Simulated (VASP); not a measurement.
# HgTe (rocksalt type) (Fm-3m) in VASP: a series of runs

HgTe (rocksalt type) is run at these levels: PBE; tasks: single point.

Everything below comes from runs of VASP 6.6.1. Logs are shortened: lines on timing, memory, paths and dates and some standing lists are left out, and cuts for length are marked.

**1. The cell of the first run**

Symmetry: Fm-3m, No. 225, cubic system. The conventional cell has a = 5.034 Å, b = 5.034 Å, c = 5.034 Å, α = 90.00°, β = 90.00°, γ = 90.00°. Within 3.3 Å of Hg (site symmetry m-3m) lie 6 Te at 2.52 Å. Te (site symmetry m-3m) has 6 Hg at 2.52 Å within 3.3 Å.

**2. Single point, PBE (15.95 Å³/atom)**

File INCAR:

```
PREC     = Accurate       # precision mode
ENCUT    = 520            # plane-wave cutoff, eV
EDIFF    = 1E-6           # SCF threshold, eV
ISMEAR   = -1             # smearing method
SIGMA    = 0.1            # smearing width, eV
LREAL    = False          # projectors in reciprocal space
LASPH    = True           # aspherical terms in the spheres
NELM     = 60             # most SCF steps
ALGO     = Normal         # electronic algorithm
ISIF     = 2              # what is computed and relaxed
LWAVE    = False          # write WAVECAR
LCHARG   = False          # write CHGCAR
GGA      = PE             # functional
NBANDS   = 16             # bands
```

File KPOINTS:

```
regular mesh
0
Gamma
  12 12 12
```

File POSCAR:

```
HgTe
1.0
    0.0000000000      2.5171448744      2.5171448744
    2.5171448744      0.0000000000      2.5171448744
    2.5171448744      2.5171448744      0.0000000000
Hg Te
1 1
Direct
    0.0000000000      0.0000000000      0.0000000000
    0.5000000000      0.5000000000      0.5000000000
```

Potentials or basis: VASP PAW PBE potentials, release 64 (Hg, Te).

On the command line:

```
$ cat potpaw_PBE.64/Hg/POTCAR potpaw_PBE.64/Te/POTCAR > POTCAR
$ mpirun -np 1 vasp_std > vasp.out
```

OUTCAR:

```text
PREC = Accurate
   ENCUT = 520
   EDIFF = 1E-6
   ISMEAR = -1
   LREAL = False
   LASPH = True
   NELM = 60
   ISIF = 2
   GGA = PE

 ion  position               nearest neighbor table
   1  0.000  0.000  0.000-   2 2.52   2 2.52   2 2.52   2 2.52   2 2.52   2 2.52
   2  0.500  0.500  0.500-   1 2.52   1 2.52   1 2.52   1 2.52   1 2.52   1 2.52

  LATTYP: Found a face centered cubic cell.
 ALAT       =     5.0342897488

  Lattice vectors:

 A1 = (   0.0000000000,   2.5171448744,   2.5171448744)
 A2 = (   2.5171448744,   0.0000000000,   2.5171448744)
 A3 = (   2.5171448744,   2.5171448744,   0.0000000000)

Analysis of symmetry for initial positions (statically):
=====================================================================
 Subroutine PRICEL returns:
 Original cell was already a primitive cell.

 Routine SETGRP: Setting up the symmetry group for a
 face centered cubic supercell.

 Subroutine GETGRP returns: Found 48 space group operations
 (whereof 48 operations were pure point group operations)
 out of a pool of 48 trial point group operations.

The static configuration has the point symmetry O_h .

Analysis of symmetry for dynamics (positions and initial velocities):
=====================================================================
 Subroutine PRICEL returns:
 Original cell was already a primitive cell.

 Routine SETGRP: Setting up the symmetry group for a
 face centered cubic supercell.

 Subroutine GETGRP returns: Found 48 space group operations
 (whereof 48 operations were pure point group operations)
 out of a pool of 48 trial point group operations.

The dynamic configuration has the point symmetry O_h .

 Subroutine INISYM returns: Found 48 space group operations
 (whereof 48 operations are pure point group operations),
 and found     1 'primitive' translations

----------------------------------------------------------------------------------------

                                     Primitive cell

  volume of cell :      31.8974

  direct lattice vectors                    reciprocal lattice vectors
     0.000000000  2.517144874  2.517144874    -0.198637752  0.198637752  0.198637752
     2.517144874  0.000000000  2.517144874     0.198637752 -0.198637752  0.198637752
     2.517144874  2.517144874  0.000000000     0.198637752  0.198637752 -0.198637752

  length of vectors
     3.559780420  3.559780420  3.559780420     0.344050679  0.344050679  0.344050679

  position of ions in fractional coordinates (direct lattice)
     0.000000000  0.000000000  0.000000000
     0.500000000  0.500000000  0.500000000

  ion indices of the primitive-cell ions
   primitive index   ion index
                 1           1
                 2           2

----------------------------------------------------------------------------------------

 KPOINTS: regular mesh

Automatic generation of k-mesh.
 Grid dimensions read from file:
 generate k-points for:   12   12   12

 Generating k-lattice:

  Cartesian coordinates                     Fractional coordinates (reciprocal lattice)
    -0.016553146  0.016553146  0.016553146     0.083333333  0.000000000  0.000000000
     0.016553146 -0.016553146  0.016553146     0.000000000  0.083333333  0.000000000
     0.016553146  0.016553146 -0.016553146     0.000000000  0.000000000  0.083333333

  Length of vectors
     0.028670890  0.028670890  0.028670890

  Shift w.r.t. Gamma in fractional coordinates (k-lattice)
     0.000000000  0.000000000  0.000000000

 Subroutine IBZKPT returns following result:
 ===========================================

 Found     72 irreducible k-points:

 Following reciprocal coordinates:
            Coordinates               Weight
  0.000000  0.000000  0.000000      1.000000
  0.083333  0.000000  0.000000      8.000000
  0.166667  0.000000  0.000000      8.000000
  0.250000  0.000000  0.000000      8.000000
  0.333333  0.000000  0.000000      8.000000
  0.416667  0.000000  0.000000      8.000000
[... 16 lines left out ...]
  0.500000  0.166667  0.000000     24.000000
 -0.416667  0.166667  0.000000     24.000000
 [... further k-points ...]
   k-points           NKPTS =     72   k-points in BZ     NKDIM =     72   number of bands    NBANDS=     16
   number of dos      NEDOS =    301   number of ions     NIONS =      2
   total plane-waves  NPLWV =  21952
   dimension x,y,z NGX =    28 NGY =   28 NGZ =   28
   dimension x,y,z NGXF=    56 NGYF=   56 NGZF=   56
   ions per type =               1   1
   NGX,Y,Z   is equivalent  to a cutoff of  13.08, 13.08, 13.08 a.u.
   NGXF,Y,Z  is equivalent  to a cutoff of  26.15, 26.15, 26.15 a.u.
 SYSTEM =  unknown system
   PREC   = accura    normal or accurate (medium, high low for compatibility)
   ISTART =      0    job   : 0-new  1-cont  2-samecut
   ICHARG =      2    charge: 1-file 2-atom 10-const
   ISPIN  =      1    spin polarized calculation?
   LNONCOLLINEAR =      F non collinear calculations
   LSORBIT =      F    spin-orbit coupling
   LASPH  =      T    aspherical Exc in radial PAW
   ENCUT  =  520.0 eV  38.22 Ry    6.18 a.u.   6.62  6.62  6.62*2*pi/ulx,y,z
   NELM   =     60;   NELMIN=  2; NELMDL= -5     # of ELM steps
   EDIFF  = 0.1E-05   stopping-criterion for ELM
   LREAL  =      F    real-space projection
   EDIFFG = 0.1E-04   stopping-criterion for IOM
   NSW    =      0    number of steps for IOM
   IBRION =     -1    ionic relax: 0-MD 1-quasi-New 2-CG
   NFREE  =      0    steps in history (QN), initial steepest desc. (CG)
   ISIF   =      2    stress and relaxation
   ISYM   =      2    0-nonsym 1-usesym 2-fastsym
   POTIM  = 0.5000    time-step for ionic-motion
   TEBEG  =    0.0;   TEEND  =   0.0 temperature during run
   PSTRESS=    0.0 pullay stress
   NELECT =      18.0000    total number of electrons
   NUPDOWN=      -1.0000    fix difference up-down
   EMIN   =  10.00;   EMAX   =-10.00  energy-range for DOS
   EFERMI =   0.00;   METHOD = LEGACY
   ISMEAR =    -1;   SIGMA  =   0.10  broadening in eV -4-tet -1-fermi 0-gaus
   EFERMI_NEDOS =   21; number of points for ismear=-14 and -15
   IALGO  =     38    algorithm
   IMIX   =      4    mixing-type and parameters
     AMIX     =   0.40;   BMIX     =  1.00
     AMIX_MAG =   1.60;   BMIX_MAG =  1.00
  volume/ion in A,a.u.               =      15.95       107.63
  Fermi-wavevector in a.u.,A,eV,Ry     =   1.352843  2.556503 24.901174  1.830185
  Thomas-Fermi vector in A             =   2.480148
   LORBIT       =      0    0 simple, 1 ext, 2 COOP (PROOUT), +10 PAW based schemes
   GGA     = PE    functional components
   LHFCALC =     F    Hartree Fock is set to
   AEXX    =    0.0000 exact exchange contribution
   IVDW    =     0    specifies the selected vdW correction
   LEPSILON=     F    determine dielectric tensor
   LRPA    =     F    only Hartree local field effects (RPA)
 non-spin polarized calculation
  energy-cutoff  :      520.00
  volume of cell :       31.90
 maximum number of plane-waves:       881
   NGX = 13   NGY = 13   NGZ = 13

 number of electron      18.0000002 magnetization

 Free energy of the ion-electron system (eV)
  ---------------------------------------------------
  ext. energy  EPLUGINS =         0.00000000
  ---------------------------------------------------
  free energy    TOTEN  =         2.68629294 eV

  energy without entropy =        2.71164176  energy(sigma->0) =        2.69896735

 E-fermi :  13.4178     XC(G=0): -12.8636

 val. band max:       13.3615000532   @ k =   0.3333   0.1667   0.0833
 cond. band min:      13.4239928536   @ k =   0.3333   0.0833   0.0000
 fundamental gap:      0.0624928004
 Fermi energy:        13.4177752899

 k-point     1 :       0.0000    0.0000    0.0000
  band No.  band energies     occupation
      1      -4.9723      2.00000
      2       2.9032      2.00000
      3       2.9032      2.00000
      4       2.9032      2.00000
      5       2.9529      2.00000
      6       2.9529      2.00000
[... 8 lines left out ...]
     15      22.0930      0.00000
     16      22.0930      0.00000

 k-point     2 :       0.0833    0.0000    0.0000
  band No.  band energies     occupation
      1      -4.8370      2.00000
      2       2.8433      2.00000
      3       2.8433      2.00000
      4       2.8528      2.00000
      5       2.9535      2.00000
      6       2.9535      2.00000
[... 8 lines left out ...]
     15      22.1534      0.00000
     16      22.1534      0.00000

 k-point     3 :       0.1667    0.0000    0.0000
  band No.  band energies     occupation
      1      -4.4351      2.00000
      2       2.5886      2.00000
      3       2.5886      2.00000
      4       2.6942      2.00000
      5       3.0653      2.00000
      6       3.0653      2.00000
[... 8 lines left out ...]
     15      22.4603      0.00000
     16      22.4603      0.00000

 k-point     4 :       0.2500    0.0000    0.0000
  band No.  band energies     occupation
      1      -3.7812      2.00000
      2       2.2704      2.00000
      3       2.2704      2.00000
      4       2.3901      2.00000
      5       3.2267      2.00000
      6       3.2267      2.00000
[... 8 lines left out ...]
     15      23.0252      0.00000
     16      23.0252      0.00000

 k-point     5 :       0.3333    0.0000    0.0000
  band No.  band energies     occupation
      1      -2.9079      2.00000
      2       1.8453      2.00000
      3       1.9811      2.00000
      4       1.9811      2.00000
      5       3.3961      2.00000
      6       3.3961      2.00000
[... 8 lines left out ...]
     15      23.8375      0.00000
     16      23.8375      0.00000

 k-point     6 :       0.4167    0.0000    0.0000
  band No.  band energies     occupation
      1      -1.9030      2.00000
      2       1.0022      2.00000
      3       1.7843      2.00000
      4       1.7843      2.00000
      5       3.5258      2.00000
      6       3.5258      2.00000
[... 8 lines left out ...]
     15      24.7926      0.00000
     16      25.2769      0.00000

 k-point     7 :       0.5000    0.0000    0.0000
  band No.  band energies     occupation
      1      -1.2323      2.00000
      2       0.3594      2.00000
      3       1.7150      2.00000
      4       1.7150      2.00000
      5       3.5745      2.00000
      6       3.5745      2.00000
[... 8 lines left out ...]
     15      25.3590      0.00000
     16      26.6708      0.00000

 k-point     8 :       0.0833    0.0833    0.0000
  band No.  band energies     occupation
      1      -4.7935      2.00000
      2       2.7190      2.00000
      3       2.8562      2.00000
      4       2.9243      2.00000
      5       2.9243      2.00000
      6       2.9764      2.00000
[... 8 lines left out ...]
     15      22.0535      0.00000
     16      23.2169      0.00000

 k-point     9 :       0.1667    0.0833    0.0000
  band No.  band energies     occupation
      1      -4.4856      2.00000
      2       2.4415      2.00000
      3       2.7571      2.00000
      4       2.8049      2.00000
      5       2.9916      2.00000
      6       3.0824      2.00000
[... 8 lines left out ...]
     15      22.2691      0.00000
     16      23.6383      0.00000
[... 172 lines left out ...]
 k-point    19 :       0.1667    0.1667    0.0000
  band No.  band energies     occupation
      1      -4.2850      2.00000
      2       2.1746      2.00000
      3       2.7306      2.00000
      4       3.0046      2.00000
      5       3.0046      2.00000
      6       3.0413      2.00000
[... 8 lines left out ...]
     15      23.4573      0.00000
     16      24.8552      0.00000

 k-point    20 :       0.2500    0.1667    0.0000
  band No.  band energies     occupation
      1      -3.8470      2.00000
      2       1.8820      2.00000
      3       2.6179      2.00000
      4       2.8387      2.00000
      5       3.1052      2.00000
      6       3.2451      2.00000
[... 8 lines left out ...]
     15      23.8997      0.00000
     16      25.1357      0.00000

 k-point    21 :       0.3333    0.1667    0.0000
  band No.  band energies     occupation
      1      -3.2059      2.00000
      2       1.6146      2.00000
      3       2.4512      2.00000
      4       2.5594      2.00000
      5       3.2693      2.00000
      6       3.4483      2.00000
[... 8 lines left out ...]
     15      24.9494      0.00000
     16      25.4425      0.00000

 k-point    22 :       0.4167    0.1667    0.0000
  band No.  band energies     occupation
      1      -2.4375      2.00000
      2       1.3607      2.00000
      3       2.2581      2.00000
      4       2.2616      2.00000
      5       3.4709      2.00000
      6       3.5898      2.00000
[... 8 lines left out ...]
     15      26.0640      0.00000
     16      26.7312      0.00000

 k-point    23 :       0.5000    0.1667    0.0000
  band No.  band energies     occupation
      1      -1.7247      2.00000
      2       1.0308      2.00000
      3       2.0175      2.00000
      4       2.1349      2.00000
      5       3.6343      2.00000
      6       3.6688      2.00000
[... 8 lines left out ...]
     15      25.6755      0.00000
     16      27.2443      0.00000

 k-point    24 :      -0.4167    0.1667    0.0000
  band No.  band energies     occupation
      1      -1.5131      2.00000
      2       0.8316      2.00000
      3       1.8727      2.00000
      4       2.1761      2.00000
      5       3.5762      2.00000
      6       3.7664      2.00000
[... 8 lines left out ...]
     15      24.2662      0.00000
     16      26.0014      0.00000

 [... further k-points ...]

------------------------ aborting loop because EDIFF is reached ----------------------------------------

  FORCE on cell =-STRESS in cart. coord.  units (eV):
  Direction    XX          YY          ZZ          XY          YZ          ZX
  --------------------------------------------------------------------------------------
  -------------------------------------------------------------------------------------
  Total       27.1541324     27.1541324     27.1541324     -0.0000000     -0.0000000     -0.0000000
  in kB     1363.9293694   1363.9293694   1363.9293694     -0.0000000     -0.0000000     -0.0000000
  external PRESSURE =    1363.9293694 kB  Pullay stress =       0.0000000 kB

 VOLUME and BASIS-vectors are now :
 -----------------------------------------------------------------------------
  energy-cutoff  :      520.00
  volume of cell :       31.90
      direct lattice vectors                 reciprocal lattice vectors
     0.000000000  2.517144874  2.517144874    -0.198637752  0.198637752  0.198637752
     2.517144874  0.000000000  2.517144874     0.198637752 -0.198637752  0.198637752
     2.517144874  2.517144874  0.000000000     0.198637752  0.198637752 -0.198637752

 POSITION                                       TOTAL-FORCE (eV/Angst)
 -----------------------------------------------------------------------------------
      0.00000      0.00000      0.00000         0.000000     -0.000000      0.000000
      2.51714      2.51714      2.51714        -0.000000      0.000000     -0.000000
 -----------------------------------------------------------------------------------
    total drift:                               -0.000000      0.000000      0.000000

  FREE ENERGIE OF THE ION-ELECTRON SYSTEM (eV)
  ---------------------------------------------------
  free  energy   TOTEN  =         2.6862929449 eV

  energy  without entropy=        2.7116417572  energy(sigma->0) =        2.69896735
```

Wall time 59 s (1 thread of Intel Xeon 8259CL, shared host); peak memory 0.18 GiB.

Results:

- Free energy: 2.6863 eV
- Pressure: 136.4 GPa
- Band gap on the k mesh: zero (bands 9 and 10 overlap by 4.21 eV)

Levels at points of the mesh, in eV from the Fermi level:
```csv
k point,band 7,band 8,band 9,band 10,band 11,band 12
"(0.00, 0.00, 0.00)",-1.96,-1.96,-1.96,3.28,5.17,8.07
"(0.50, 0.00, 0.00)",-8.68,1.26,1.26,1.42,2.63,2.63
"(0.50, 0.50, 0.00)",-7.42,-5.58,-5.58,-2.95,3.87,12.06
```

Caveat: the cell stands under pressure; spin-orbit coupling is left out, which moves the levels of the heavy elements.

**3. Single point, PBE (15.95 Å³/atom)**

File INCAR:

```
SYSTEM = HgTe
PREC = Accurate
ENCUT = 520
EDIFF = 1E-6
ISMEAR = -1
SIGMA = 0.1
LREAL = .False.
LASPH = .True.
NELM = 100
ALGO = Normal
ISIF = 2
LWAVE = .False.
LCHARG = .True.
GGA = PE
LELF = .True.
LVHAR = .True.
NBANDS = 16
```

File KPOINTS:

```
Automatic mesh
0
Gamma
  12 12 12
  0 0 0
```

POSCAR is that of step 2.

Potentials or basis: VASP PAW PBE potentials, release 64 (Hg, Te).

On the command line:

```
$ cat potpaw_PBE.64/Hg/POTCAR potpaw_PBE.64/Te/POTCAR > POTCAR
$ mpirun -np 1 vasp_std > vasp.out
```

It took 58 s on 1 thread of Intel Xeon 8259CL, shared host; peak memory 0.18 GiB.

It converged, with:

| Quantity | Value |
| --- | --- |
| Free energy | 2.6863 eV |
| Pressure | 136.4 GPa |
| Band gap on the k mesh | zero (bands 9 and 10 overlap by 4.21 eV) |

Levels at points of the mesh, in eV from the Fermi level:
```
           k point  band 5  band 6  band 7  band 8  band 9  band 10  band 11  band 12  band 13  band 14
(0.00, 0.00, 0.00)  -10.46  -10.46   -1.96   -1.96   -1.96     3.28     5.17     8.07     8.07     8.07
(0.50, 0.00, 0.00)   -9.84   -9.84   -8.68    1.26    1.26     1.42     2.63     2.63     6.34    11.94
(0.50, 0.50, 0.00)   -9.52   -9.52   -7.42   -5.58   -5.58    -2.95     3.87    12.06    12.38    12.38
```

Caveat: the cell stands under pressure; spin-orbit coupling is left out, which moves the levels of the heavy elements.

**4. Single point, PBE (18.56 Å³/atom)**

This run uses another cell than the first one, of 18.56 Å³/atom.

File INCAR:

```
SYSTEM = HgTe
PREC = Accurate
ENCUT = 520
EDIFF = 1E-7
ISMEAR = -1
SIGMA = 0.1
LREAL = .False.
LASPH = .True.
NELM = 60
ALGO = Normal
ISIF = 2
LWAVE = .False.
LCHARG = .False.
GGA = PE
NBANDS = 16
```

File KPOINTS:

```
regular mesh
0
Gamma
  12 12 12
  0 0 0
```

File POSCAR:

```
HgTe
1.0
    0.0000000000      2.6475691194      2.6475691194
    2.6475691194      0.0000000000      2.6475691194
    2.6475691194      2.6475691194      0.0000000000
Hg Te
1 1
Direct
    0.0000000000      0.0000000000      0.0000000000
    0.5000000000      0.5000000000      0.5000000000
```

On the command line:

```
$ cat potpaw_PBE.64/Hg/POTCAR potpaw_PBE.64/Te/POTCAR > POTCAR
$ mpirun -np 1 vasp_std > vasp.out
```

Wall time 56 s (1 thread of Intel Xeon 8259CL, shared host); peak memory 0.19 GiB.

The run converged. Its results:

| Quantity | Value |
| --- | --- |
| Free energy | -0.5279 eV |
| Pressure | 68.7 GPa |
| Band gap on the k mesh | zero (bands 9 and 10 overlap by 4.03 eV) |

Levels at points of the mesh, in eV from the Fermi level:
| k point | band 5 | band 6 | band 7 | band 8 | band 9 | band 10 | band 11 | band 12 | band 13 | band 14 |
| --- | --- | --- | --- | --- | --- | --- | --- | --- | --- | --- |
| (0.00, 0.00, 0.00) | -9.08 | -9.08 | -1.53 | -1.53 | -1.53 | 1.76 | 6.39 | 7.94 | 7.94 | 7.94 |
| (0.50, 0.00, 0.00) | -8.59 | -8.59 | -7.61 | 0.93 | 0.93 | 1.90 | 3.10 | 3.10 | 5.82 | 11.72 |
| (0.50, 0.50, 0.00) | -8.37 | -7.87 | -6.74 | -4.47 | -4.47 | -3.10 | 4.17 | 11.61 | 11.61 | 12.16 |

Caveat: the cell stands under pressure; spin-orbit coupling is left out, which moves the levels of the heavy elements.

(Continued in part 2 of 2.)
